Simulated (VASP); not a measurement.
Here is a VASP 6.6.1 calculation.

Contents of INCAR:

```
PREC     = Accurate       # precision mode
ENCUT    = 520            # plane-wave cutoff, eV
EDIFF    = 1E-7           # SCF threshold, eV
ISMEAR   = -1             # smearing method
SIGMA    = 0.05           # smearing width, eV
LREAL    = False          # projectors in reciprocal space
LASPH    = True           # aspherical terms in the spheres
NELM     = 80             # most SCF steps
ALGO     = Fast           # electronic algorithm
ISIF     = 2              # what is computed and relaxed
LWAVE    = False          # write WAVECAR
LCHARG   = False          # write CHGCAR
GGA      = PE             # functional
NBANDS   = 22             # bands
```

The input KPOINTS:

```
regular mesh
0
Gamma
  6 6 9
```

File POSCAR:

```
Hf
1.0
    5.0596548321      0.0000000000      0.0000000000
   -2.5298274161      4.3817896190      0.0000000000
    0.0000000000      0.0000000000      3.1467619751
Hf
3
Direct
    0.0000000000      0.0000000000      0.0000000000
    0.3333333333      0.6666666667      0.5000000000
    0.6666666667      0.3333333333      0.5000000000
```

Potentials or basis: VASP PAW PBE potentials, release 64 (Hf_pv).

Launch:

```sh
$ cat potpaw_PBE.64/Hf_pv/POTCAR > POTCAR
$ mpirun -np 1 vasp_std > vasp.out
```

Task: Predict the pressure.

Result: -4.5 GPa.

Task: What does it give for the band gap on the k mesh?

Result: Zero (band 15 reaches 4.77 eV, above the bottom of band 16 at 3.86 eV).

Caveat: spin-orbit coupling is left out, which moves the levels of the heavy elements.
